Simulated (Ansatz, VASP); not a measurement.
**Si2Ge: VASP beside Ansatz**

The input INCAR:

```
PREC = Accurate
ENCUT = 500
EDIFF = 1E-7
ISMEAR = 0
SIGMA = 0.1
LREAL = False
LASPH = True
NELM = 120
ALGO = Normal
ISIF = 3
LWAVE = False
LCHARG = False
GGA = PE
IBRION = 2
NSW = 80
EDIFFG = -0.025
GGA_COMPAT = False
NELMIN = 4
```

KPOINTS

```
regular mesh
0
Gamma
  4 2 2
```

POSCAR

```
Si2Ge
1.0
    3.9098471116     -0.0585939708     -0.0054942441
   -0.1014877343      6.7029632655     -0.0646057287
   -0.0134554116     -0.0913480834      9.5473104604
Si Ge
8 4
Direct
    0.0025885294      0.0015952832      0.3874490090
    0.5149760815      0.4964565701      0.3603287540
    0.9625140009      0.3300070453      0.0540267710
    0.5692408886      0.8451540975      0.0422878964
   -0.0426572755      0.0072573732      0.6307711842
    0.4815400884      0.4900561414      0.6227664788
    0.5150291713      0.1572200198      0.9599326110
    0.9721329480      0.6592529129      0.9555793004
    0.5395655275      0.1393601853      0.7306137053
    0.9802824435      0.7067061904      0.6781761632
    1.0068416640      0.3560762316      0.2941251592
    0.4979459325      0.8108579492      0.2839429674
```

Input for Ansatz:

```yaml
crystal:
  lattice:
    - [3.9098471116, -0.0585939708, -0.0054942441]
    - [-0.1014877343, 6.7029632655, -0.0646057287]
    - [-0.0134554116, -0.0913480834, 9.5473104604]
  atoms:
    - { symbol: Si, position: [0.0025885294, 0.0015952832, 0.387449009] }
    - { symbol: Si, position: [0.5149760815, 0.4964565701, 0.360328754] }
    - { symbol: Si, position: [0.9625140009, 0.3300070453, 0.054026771] }
    - { symbol: Si, position: [0.5692408886, 0.8451540975, 0.0422878964] }
    - { symbol: Si, position: [-0.0426572755, 0.0072573732, 0.6307711842] }
    - { symbol: Si, position: [0.4815400884, 0.4900561414, 0.6227664788] }
    - { symbol: Si, position: [0.5150291713, 0.1572200198, 0.959932611] }
    - { symbol: Si, position: [0.972132948, 0.6592529129, 0.9555793004] }
    - { symbol: Ge, position: [0.5395655275, 0.1393601853, 0.7306137053] }
    - { symbol: Ge, position: [0.9802824435, 0.7067061904, 0.6781761632] }
    - { symbol: Ge, position: [1.006841664, 0.3560762316, 0.2941251592] }
    - { symbol: Ge, position: [0.4979459325, 0.8108579492, 0.2839429674] }
basis:
  ecutwfc: 420
kpoints:
  mp_grid: { grid: [4, 2, 2] }
hamiltonian:
  xc: pbe
scf:
  occupations: { method: gaussian, width: 0.1 }
  lower_state_search: "off"
output:
  forces: true
  stress: true
  eigenvalues: true
relax:
  adjacent_minimum: "off"
  f_tol: 0.025
  max_steps: 60
  cell: { stress_tol: 0.25 }
```

Change from the starting cell: cell x2, atoms moved at random (sigma 0.15 Å) and cell strained at random (1.5 %), then relaxed without symmetry.

Alike in both runs: task relaxation of cell and atoms; functional PBE; k mesh 4 × 2 × 2; occupations gaussian, width 0.1 eV; no spin polarisation.

```csv
,VASP,Ansatz
version,VASP 6.6.1,Ansatz 0.2.0
potentials or method,"VASP PAW PBE potentials, release 64 (Si, Ge_d), cutoff 500 eV","scalar-relativistic, plane waves, PAW"
valence electrons in the cell,88,88
```

Ansatz gave:

| Property | Result |
| --- | --- |
| gap on the k mesh at the Fermi level, each at its own relaxed structure (eV) | 0.60 |
| relaxed volume (Å³/atom) | 21.39 |
| relaxed length of the cell vector where the two differ most in proportion (Å) | 6.767 |

Q: Which values does VASP return?

A: gap on the k mesh at the Fermi level, each at its own relaxed structure (eV): 0.60; relaxed volume (Å³/atom): 21.37; relaxed length of the cell vector where the two differ most in proportion (Å): 6.763.

The k mesh is coarse, so the values compare programs but aren't converged.
